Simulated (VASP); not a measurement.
The system is Se.

```
CELL_PARAMETERS angstrom
2.94349 0.00000 0.00000
0.00000 2.94349 0.00000
0.00000 0.00000 2.66142
ATOMIC_POSITIONS crystal
Se 0.00000 0.00000 0.50000
```

The cell was generated, and may not be a known phase.

* Program: VASP 6.6.1
* Task: relaxation of cell and atoms
* Functional: PBE
* Potentials or basis: VASP PAW PBE potentials, release 64 (Se)
* Cutoff: 600 eV
* k mesh: 18 × 18 × 20
* Occupations: gaussian, width 0.1 eV
* Spin: no spin polarisation

At the start: pressure 0.1 GPa; volume 23.06 Å³/atom.

Q: How do energy, volume and symmetry change on relaxing?

A: Over 11 steps the energy falls by 33.6 meV/atom and the volume is 22.71 Å³/atom (-1.5 %); space group P4/mmm (No. 123, to 0.1 Å) before, Pm-3m (No. 221, to 0.1 Å).

Step by step:
```tsv
step	energy change (eV)	largest force (eV/Å)	pressure (GPa)	volume (Å³)
1	0.0000	0.0000	0.05	23.06
2	-0.0274	0.0000	-0.91	23.06
3	-0.0319	0.0000	-0.95	23.02
4	-0.0323	0.0000	-0.98	23.03
5	-0.0317	0.0000	-1.03	23.05
6	-0.0325	0.0000	-1.01	23.04
7	-0.0325	0.0000	-1.02	23.04
8	-0.0331	0.0000	0.66	22.49
9	-0.0336	0.0000	-0.02	22.70
10	-0.0336	0.0000	-0.04	22.71
11	-0.0336	0.0000	-0.02	22.71
```

Final structure:
```yaml
crystal:
  lattice:
    - [2.84074, 0.00000, 0.00000]
    - [0.00000, 2.84074, 0.00000]
    - [0.00000, 0.00000, 2.81360]
  atoms:
    - { symbol: Se, position: [0.00000, 0.00000, 0.50000] }
```
